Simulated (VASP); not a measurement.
# BiB (CsCl type) (Pm-3m) in VASP: further runs, part 2 of 2

VASP 6.6.1. Earlier steps stand in the parts before.

### Step 4. Single point, PBE (11.02 Å³/atom)

This run uses another cell than the first one, of 11.02 Å³/atom.

INCAR

```
ALGO     = Normal         # electronic algorithm
EDIFF    = 1E-6           # SCF threshold, eV
ENCUT    = 520            # plane-wave cutoff, eV
GGA      = PE             # functional
ISIF     = 2              # what is computed and relaxed
ISMEAR   = -1             # smearing method
LASPH    = True           # aspherical terms in the spheres
LCHARG   = True           # write CHGCAR
LELF     = True           # ELF
LREAL    = False          # projectors in reciprocal space
LVHAR    = True         
LWAVE    = False          # write WAVECAR
NBANDS   = 16             # bands
NELM     = 80             # most SCF steps
PREC     = Accurate       # precision mode
SIGMA    = 0.05           # smearing width, eV
```

KPOINTS

```
k-points
0
Gamma
  13 13 13
```

POSCAR

```
BiB
1.0
    2.8039901022      0.0000000000      0.0000000000
    0.0000000000      2.8039901022      0.0000000000
    0.0000000000      0.0000000000      2.8039901022
B Bi
1 1
Direct
    0.0000000000      0.0000000000      0.0000000000
    0.5000000000      0.5000000000      0.5000000000
```

Potentials or basis: VASP PAW PBE potentials, release 64 (B, Bi_d).

On the command line:

```console
$ cat potpaw_PBE.64/B/POTCAR potpaw_PBE.64/Bi_d/POTCAR > POTCAR
$ mpirun -np 1 vasp_std > vasp.out
```

OUTCAR:

```text
EDIFF = 1E-6
   ENCUT = 520
   GGA = PE
   ISIF = 2
   ISMEAR = -1
   LASPH = True
   LREAL = False
   NELM = 80
   PREC = Accurate

 ion  position               nearest neighbor table
   1  0.000  0.000  0.000-   2 2.43   2 2.43   2 2.43   2 2.43   2 2.43   2 2.43   2 2.43   2 2.43

   2  0.500  0.500  0.500-   1 2.43   1 2.43   1 2.43   1 2.43   1 2.43   1 2.43   1 2.43   1 2.43

  LATTYP: Found a simple cubic cell.
 ALAT       =     2.8039901022

  Lattice vectors:

 A1 = (   2.8039901022,   0.0000000000,   0.0000000000)
 A2 = (   0.0000000000,   2.8039901022,   0.0000000000)
 A3 = (   0.0000000000,   0.0000000000,   2.8039901022)

Analysis of symmetry for initial positions (statically):
=====================================================================
 Subroutine PRICEL returns:
 Original cell was already a primitive cell.

 Routine SETGRP: Setting up the symmetry group for a
 simple cubic supercell.

 Subroutine GETGRP returns: Found 48 space group operations
 (whereof 48 operations were pure point group operations)
 out of a pool of 48 trial point group operations.

The static configuration has the point symmetry O_h .

Analysis of symmetry for dynamics (positions and initial velocities):
=====================================================================
 Subroutine PRICEL returns:
 Original cell was already a primitive cell.

 Routine SETGRP: Setting up the symmetry group for a
 simple cubic supercell.

 Subroutine GETGRP returns: Found 48 space group operations
 (whereof 48 operations were pure point group operations)
 out of a pool of 48 trial point group operations.

The dynamic configuration has the point symmetry O_h .

 Subroutine INISYM returns: Found 48 space group operations
 (whereof 48 operations are pure point group operations),
 and found     1 'primitive' translations

----------------------------------------------------------------------------------------

                                     Primitive cell

  volume of cell :      22.0460

  direct lattice vectors                    reciprocal lattice vectors
     2.803990102  0.000000000  0.000000000     0.356634640  0.000000000  0.000000000
     0.000000000  2.803990102  0.000000000     0.000000000  0.356634640  0.000000000
     0.000000000  0.000000000  2.803990102     0.000000000  0.000000000  0.356634640

  length of vectors
     2.803990102  2.803990102  2.803990102     0.356634640  0.356634640  0.356634640

  position of ions in fractional coordinates (direct lattice)
     0.000000000  0.000000000  0.000000000
     0.500000000  0.500000000  0.500000000

  ion indices of the primitive-cell ions
   primitive index   ion index
                 1           1
                 2           2

----------------------------------------------------------------------------------------

 KPOINTS: k-points

Automatic generation of k-mesh.
 Grid dimensions read from file:
 generate k-points for:   13   13   13

 Generating k-lattice:

  Cartesian coordinates                     Fractional coordinates (reciprocal lattice)
     0.027433434  0.000000000  0.000000000     0.076923077  0.000000000  0.000000000
     0.000000000  0.027433434  0.000000000     0.000000000  0.076923077  0.000000000
     0.000000000  0.000000000  0.027433434     0.000000000  0.000000000  0.076923077

  Length of vectors
     0.027433434  0.027433434  0.027433434

  Shift w.r.t. Gamma in fractional coordinates (k-lattice)
     0.000000000  0.000000000  0.000000000

 Subroutine IBZKPT returns following result:
 ===========================================

 Found     84 irreducible k-points:

 Following reciprocal coordinates:
            Coordinates               Weight
  0.000000  0.000000  0.000000      1.000000
  0.076923  0.000000  0.000000      6.000000
  0.153846  0.000000  0.000000      6.000000
  0.230769  0.000000  0.000000      6.000000
  0.307692  0.000000  0.000000      6.000000
  0.384615  0.000000  0.000000      6.000000
[... 16 lines left out ...]
  0.307692  0.307692  0.000000     12.000000
  0.384615  0.307692  0.000000     24.000000
 [... further k-points ...]
   k-points           NKPTS =     84   k-points in BZ     NKDIM =     84   number of bands    NBANDS=     16
   number of dos      NEDOS =    301   number of ions     NIONS =      2
   total plane-waves  NPLWV =  13824
   dimension x,y,z NGX =    24 NGY =   24 NGZ =   24
   dimension x,y,z NGXF=    48 NGYF=   48 NGZF=   48
   ions per type =               1   1
   NGX,Y,Z   is equivalent  to a cutoff of  14.23, 14.23, 14.23 a.u.
   NGXF,Y,Z  is equivalent  to a cutoff of  28.46, 28.46, 28.46 a.u.
 SYSTEM =  unknown system
   PREC   = accura    normal or accurate (medium, high low for compatibility)
   ISTART =      0    job   : 0-new  1-cont  2-samecut
   ICHARG =      2    charge: 1-file 2-atom 10-const
   ISPIN  =      1    spin polarized calculation?
   LNONCOLLINEAR =      F non collinear calculations
   LSORBIT =      F    spin-orbit coupling
   LASPH  =      T    aspherical Exc in radial PAW
   ENCUT  =  520.0 eV  38.22 Ry    6.18 a.u.   5.21  5.21  5.21*2*pi/ulx,y,z
   NELM   =     80;   NELMIN=  2; NELMDL= -5     # of ELM steps
   EDIFF  = 0.1E-05   stopping-criterion for ELM
   LREAL  =      F    real-space projection
   EDIFFG = 0.1E-04   stopping-criterion for IOM
   NSW    =      0    number of steps for IOM
   IBRION =     -1    ionic relax: 0-MD 1-quasi-New 2-CG
   NFREE  =      0    steps in history (QN), initial steepest desc. (CG)
   ISIF   =      2    stress and relaxation
   ISYM   =      2    0-nonsym 1-usesym 2-fastsym
   POTIM  = 0.5000    time-step for ionic-motion
   TEBEG  =    0.0;   TEEND  =   0.0 temperature during run
   PSTRESS=    0.0 pullay stress
   NELECT =      18.0000    total number of electrons
   NUPDOWN=      -1.0000    fix difference up-down
   EMIN   =  10.00;   EMAX   =-10.00  energy-range for DOS
   EFERMI =   0.00;   METHOD = LEGACY
   ISMEAR =    -1;   SIGMA  =   0.05  broadening in eV -4-tet -1-fermi 0-gaus
   EFERMI_NEDOS =   21; number of points for ismear=-14 and -15
   IALGO  =     38    algorithm
   IMIX   =      4    mixing-type and parameters
     AMIX     =   0.40;   BMIX     =  1.00
     AMIX_MAG =   1.60;   BMIX_MAG =  1.00
  volume/ion in A,a.u.               =      11.02        74.39
  Fermi-wavevector in a.u.,A,eV,Ry     =   1.530110  2.891488 31.854439  2.341235
  Thomas-Fermi vector in A             =   2.637638
   LORBIT       =      0    0 simple, 1 ext, 2 COOP (PROOUT), +10 PAW based schemes
   GGA     = PE    functional components
   LHFCALC =     F    Hartree Fock is set to
   AEXX    =    0.0000 exact exchange contribution
   IVDW    =     0    specifies the selected vdW correction
   LEPSILON=     F    determine dielectric tensor
   LRPA    =     F    only Hartree local field effects (RPA)
 non-spin polarized calculation
  energy-cutoff  :      520.00
  volume of cell :       22.05
 maximum number of plane-waves:       619
 NGX is ok and might be reduce to    24
   NGX = 11   NGY = 11   NGZ = 11

 number of electron      17.9999999 magnetization

 Free energy of the ion-electron system (eV)
  ---------------------------------------------------
  ext. energy  EPLUGINS =         0.00000000
  ---------------------------------------------------
  free energy    TOTEN  =        -3.42699102 eV

  energy without entropy =       -3.42387073  energy(sigma->0) =       -3.42543088

 E-fermi :  16.3929     XC(G=0): -13.6391

 val. band max:       16.3476970444   @ k =   0.3846   0.3846   0.3846
 cond. band min:      16.4483887859   @ k =   0.4615   0.4615   0.2308
 fundamental gap:      0.1006917414
 Fermi energy:        16.3928964481

 k-point     1 :       0.0000    0.0000    0.0000
  band No.  band energies     occupation
      1      -8.4525      2.00000
      2      -8.4525      2.00000
      3      -7.1510      2.00000
      4      -7.1510      2.00000
      5      -7.1510      2.00000
      6      -3.3691      2.00000
[... 8 lines left out ...]
     15      30.5766      0.00000
     16      32.9174      0.00000

 k-point     2 :       0.0769    0.0000    0.0000
  band No.  band energies     occupation
      1      -8.4477      2.00000
      2      -8.4022      2.00000
      3      -7.1749      2.00000
      4      -7.1749      2.00000
      5      -7.1489      2.00000
      6      -3.2460      2.00000
[... 8 lines left out ...]
     15      30.2665      0.00000
     16      32.4756      0.00000
[... 387 lines left out ...]
      5      -7.3713      2.00000
      6       0.6483      2.00000
[... 8 lines left out ...]
     15      31.7004      0.00000
     16      32.0854      0.00000

 k-point    24 :       0.3846    0.3077    0.0000
  band No.  band energies     occupation
      1      -8.0805      2.00000
      2      -7.9282      2.00000
      3      -7.4549      2.00000
      4      -7.3686      2.00000
      5      -7.2229      2.00000
      6       1.7489      2.00000
[... 8 lines left out ...]
     15      31.8816      0.00000
     16      33.5497      0.00000

 [... further k-points ...]
[... 5 lines left out ...]
  --------------------------------------------------------------------------------------
  -------------------------------------------------------------------------------------
  Total       18.2992318     18.2992318     18.2992318     -0.0000000     -0.0000000      0.0000000
  in kB     1329.8847680   1329.8847680   1329.8847680     -0.0000000     -0.0000000      0.0000000
  external PRESSURE =    1329.8847680 kB  Pullay stress =       0.0000000 kB

 VOLUME and BASIS-vectors are now :
 -----------------------------------------------------------------------------
  energy-cutoff  :      520.00
  volume of cell :       22.05
      direct lattice vectors                 reciprocal lattice vectors
     2.803990102  0.000000000  0.000000000     0.356634640  0.000000000  0.000000000
     0.000000000  2.803990102  0.000000000     0.000000000  0.356634640  0.000000000
     0.000000000  0.000000000  2.803990102     0.000000000  0.000000000  0.356634640

 POSITION                                       TOTAL-FORCE (eV/Angst)
 -----------------------------------------------------------------------------------
      0.00000      0.00000      0.00000         0.000000      0.000000      0.000000
      1.40200      1.40200      1.40200         0.000000      0.000000      0.000000
 -----------------------------------------------------------------------------------
    total drift:                                0.000000     -0.000000     -0.000000

  FREE ENERGIE OF THE ION-ELECTRON SYSTEM (eV)
  ---------------------------------------------------
  free  energy   TOTEN  =        -3.4269910246 eV

  energy  without entropy=       -3.4238707305  energy(sigma->0) =       -3.42543088
```

It took 16 s on 1 thread of Intel Xeon Platinum 8375C at 2.90GHz (Ice Lake), shared host; peak memory 0.15 GiB.

Results:

```yaml
Free_energy: -3.4270 eV
Pressure: 133.0 GPa
Band_gap_on_the_k_mesh: zero (bands 9 and 10 overlap by 6.01 eV)
```

Levels at points of the mesh, in eV from the Fermi level:
```tsv
k point	band 7	band 8	band 9	band 10	band 11	band 12
(0.00, 0.00, 0.00)	-1.90	-1.90	-1.90	1.68	6.66	6.66
```

Caveat: the cell stands under pressure; spin-orbit coupling is left out, which moves the levels of the heavy elements.

### Step 5. Single point, PBE (12.92 Å³/atom)

This run uses another cell than the first one, of 12.92 Å³/atom.

INCAR

```
SYSTEM = BiB
PREC     = Accurate       ! precision mode
ENCUT    = 520            ! plane-wave cutoff, eV
EDIFF    = 1E-6           ! SCF threshold, eV
ISMEAR   = -1             ! smearing method
SIGMA    = 0.05           ! smearing width, eV
LREAL    = .False.        ! projectors in reciprocal space
LASPH    = .True.         ! aspherical terms in the spheres
NELM     = 100            ! most SCF steps
ALGO     = Normal         ! electronic algorithm
ISIF     = 2              ! what is computed and relaxed
LWAVE    = .False.        ! write WAVECAR
LCHARG   = .True.         ! write CHGCAR
GGA      = PE             ! functional
LELF     = .True.         ! ELF
LVHAR    = .True.       
NBANDS   = 16             ! bands
```

KPOINTS

```
regular mesh
0
Gamma
  13 13 13
  0 0 0
```

POSCAR

```
BiB
1.0
    2.9566740481      0.0000000000      0.0000000000
    0.0000000000      2.9566740481      0.0000000000
    0.0000000000      0.0000000000      2.9566740481
B Bi
1 1
Direct
    0.0000000000      0.0000000000      0.0000000000
    0.5000000000      0.5000000000      0.5000000000
```

On the command line:

```console
$ cat potpaw_PBE.64/B/POTCAR potpaw_PBE.64/Bi_d/POTCAR > POTCAR
$ mpirun -np 1 vasp_std > vasp.out
```

Run time: 18 s. Hardware: 1 thread of Intel Xeon Platinum 8375C at 2.90GHz (Ice Lake), shared host; peak memory 0.16 GiB.

It converged, with:

```
Free energy            : -5.6867 eV
Pressure               : 65.0 GPa
Band gap on the k mesh : zero (bands 9 and 10 overlap by 5.70 eV)
```

Levels at points of the mesh, in eV from the Fermi level:
```
           k point  band 5  band 6  band 7  band 8  band 9  band 10  band 11  band 12  band 13  band 14
(0.00, 0.00, 0.00)  -23.27  -17.76   -1.44   -1.44   -1.44     0.14     6.28     6.28    11.92    11.92
```

Caveat: the cell stands under pressure; spin-orbit coupling is left out, which moves the levels of the heavy elements.

### Step 6. Single point, PBE (14.82 Å³/atom)

This run uses another cell than the first one, of 14.82 Å³/atom.

INCAR

```
PREC = Accurate
ENCUT = 520
EDIFF = 1E-6
ISMEAR = -1
SIGMA = 0.05
LREAL = False
LASPH = True
NELM = 100
ALGO = Normal
ISIF = 2
LWAVE = False
LCHARG = False
GGA = PE
NBANDS = 16
```

KPOINTS

```
Automatic mesh
0
Gamma
  13 13 13
```

POSCAR

```
BiB
1.0
    3.0950334423      0.0000000000      0.0000000000
    0.0000000000      3.0950334423      0.0000000000
    0.0000000000      0.0000000000      3.0950334423
B Bi
1 1
Direct
    0.0000000000      0.0000000000      0.0000000000
    0.5000000000      0.5000000000      0.5000000000
```

Potentials or basis: VASP PAW PBE potentials, release 64 (B, Bi_d).

On the command line:

```console
$ cat potpaw_PBE.64/B/POTCAR potpaw_PBE.64/Bi_d/POTCAR > POTCAR
$ mpirun -np 1 vasp_std > vasp.out
```

OUTCAR:

```text
PREC = Accurate
   ENCUT = 520
   EDIFF = 1E-6
   ISMEAR = -1
   LREAL = False
   LASPH = True
   NELM = 100
   ISIF = 2
   GGA = PE

 ion  position               nearest neighbor table
   1  0.000  0.000  0.000-   2 2.68   2 2.68   2 2.68   2 2.68   2 2.68   2 2.68   2 2.68   2 2.68

   2  0.500  0.500  0.500-   1 2.68   1 2.68   1 2.68   1 2.68   1 2.68   1 2.68   1 2.68   1 2.68

  LATTYP: Found a simple cubic cell.
 ALAT       =     3.0950334423

  Lattice vectors:

 A1 = (   3.0950334423,   0.0000000000,   0.0000000000)
 A2 = (   0.0000000000,   3.0950334423,   0.0000000000)
 A3 = (   0.0000000000,   0.0000000000,   3.0950334423)

Analysis of symmetry for initial positions (statically):
=====================================================================
 Subroutine PRICEL returns:
 Original cell was already a primitive cell.

 Routine SETGRP: Setting up the symmetry group for a
 simple cubic supercell.

 Subroutine GETGRP returns: Found 48 space group operations
 (whereof 48 operations were pure point group operations)
[... 158 lines left out ...]
  ext. energy  EPLUGINS =         0.00000000
  ---------------------------------------------------
  free energy    TOTEN  =        -6.78060414 eV

  energy without entropy =       -6.76912816  energy(sigma->0) =       -6.77486615

 E-fermi :  11.2333     XC(G=0): -12.0741

 val. band max:       11.2013471961   @ k =   0.3077   0.1538   0.0769
 cond. band min:      11.2518476988   @ k =   0.0769   0.0000   0.0000
 fundamental gap:      0.0505005027
 Fermi energy:        11.2332946277

 k-point     1 :       0.0000    0.0000    0.0000
  band No.  band energies     occupation
      1     -12.3840      2.00000
      2     -12.3840      2.00000
      3     -11.8308      2.00000
      4     -11.8308      2.00000
      5     -11.8308      2.00000
      6      -4.9765      2.00000
[... 433 lines left out ...]
      3     -11.9514      2.00000
      4     -11.9178      2.00000
      5     -11.8423      2.00000
      6      -1.2142      2.00000
[... 8 lines left out ...]
     15      24.7461      0.00000
     16      25.5894      0.00000

 [... further k-points ...]
[... 5 lines left out ...]
  --------------------------------------------------------------------------------------
  -------------------------------------------------------------------------------------
  Total        5.6401126      5.6401126      5.6401126      0.0000000     -0.0000000      0.0000000
  in kB      304.7911284    304.7911284    304.7911284      0.0000000     -0.0000000      0.0000000
  external PRESSURE =     304.7911284 kB  Pullay stress =       0.0000000 kB

 VOLUME and BASIS-vectors are now :
 -----------------------------------------------------------------------------
  energy-cutoff  :      520.00
  volume of cell :       29.65
      direct lattice vectors                 reciprocal lattice vectors
     3.095033442  0.000000000  0.000000000     0.323098286  0.000000000  0.000000000
     0.000000000  3.095033442  0.000000000     0.000000000  0.323098286  0.000000000
     0.000000000  0.000000000  3.095033442     0.000000000  0.000000000  0.323098286

 POSITION                                       TOTAL-FORCE (eV/Angst)
 -----------------------------------------------------------------------------------
      0.00000      0.00000      0.00000         0.000000      0.000000      0.000000
      1.54752      1.54752      1.54752         0.000000      0.000000      0.000000
 -----------------------------------------------------------------------------------
    total drift:                                0.000000     -0.000000     -0.000000

  FREE ENERGIE OF THE ION-ELECTRON SYSTEM (eV)
  ---------------------------------------------------
  free  energy   TOTEN  =        -6.7806041358 eV

  energy  without entropy=       -6.7691281628  energy(sigma->0) =       -6.77486615
```

OSZICAR:

```text
N       E                     dE             d eps       ncg     rms          rms(c)
DAV:   1     0.127183193189E+03    0.12718E+03   -0.10050E+04  2720   0.146E+03
DAV:   2    -0.261153438690E+00   -0.12744E+03   -0.12325E+03  3064   0.356E+02
DAV:   3    -0.702826495537E+01   -0.67671E+01   -0.67156E+01  3400   0.761E+01
DAV:   4    -0.716306904564E+01   -0.13480E+00   -0.13477E+00  3488   0.112E+01
DAV:   5    -0.716790920364E+01   -0.48402E-02   -0.48401E-02  3728   0.195E+00    0.257E+00
DAV:   6    -0.679646979844E+01    0.37144E+00   -0.70004E-01  3640   0.742E+00    0.805E-01
DAV:   7    -0.678378669926E+01    0.12683E-01   -0.10811E-01  3736   0.182E+00    0.389E-01
DAV:   8    -0.678097154587E+01    0.28152E-02   -0.70105E-03  3360   0.106E+00    0.709E-02
DAV:   9    -0.678061573704E+01    0.35581E-03   -0.97039E-04  3936   0.357E-01    0.258E-02
DAV:  10    -0.678060401923E+01    0.11718E-04   -0.11868E-04  3544   0.113E-01    0.831E-03
DAV:  11    -0.678060413582E+01   -0.11659E-06   -0.47341E-06  3632   0.277E-02
   1 F= -.67806041E+01 E0= -.67748661E+01  d E =-.114760E-01
```

stdout:

```text
POSCAR found type information on POSCAR B Bi
 POSCAR found :  2 types and       2 ions
 scaLAPACK will be used
 LDA part: xc-table for (Slater+PW92), standard interpolation
 POSCAR, INCAR and KPOINTS ok, starting setup
 FFT: planning ... GRIDC
 FFT: planning ... GRID_SOFT
 FFT: planning ... GRID
 WAVECAR not read
 entering main loop
```

Run time: 19 s. Hardware: 1 thread of Intel Xeon Platinum 8375C at 2.90GHz (Ice Lake), shared host; peak memory 0.16 GiB.

Results:

| Property | Result |
| --- | --- |
| Free energy | -6.7806 eV |
| Pressure | 30.5 GPa |
| Band gap on the k mesh | zero (bands 9 and 10 overlap by 5.19 eV) |

Levels at points of the mesh, in eV from the Fermi level:
```tsv
k point	band 7	band 8	band 9	band 10	band 11	band 12
(0.00, 0.00, 0.00)	-1.08	-1.08	-1.08	-0.94	6.07	6.07
```

Caveat: the cell stands under pressure; spin-orbit coupling is left out, which moves the levels of the heavy elements.

### Step 7. Summary

```csv
cell,gap on the mesh (eV),pressure (GPa)
"a = 2.538 Å, 2 atoms",none,403.7
"a = 2.669 Å, 2 atoms",none,237.4
"a = 2.804 Å, 2 atoms",none,133.0
"a = 2.957 Å, 2 atoms",none,65.0
"a = 3.095 Å, 2 atoms",none,30.5
```

Alike in all rows: task single point; level PBE; potentials or basis VASP PAW PBE potentials, release 64 (B, Bi_d); no spin polarisation; k mesh 13 × 13 × 13; cutoff (eV) 520; smearing fermi-dirac 0.05 eV.

Caveats: the cell stands under pressure; spin-orbit coupling is left out, which moves the levels of the heavy elements.

Total energies depend on the potentials used, so only differences within one code and one set of settings carry meaning.
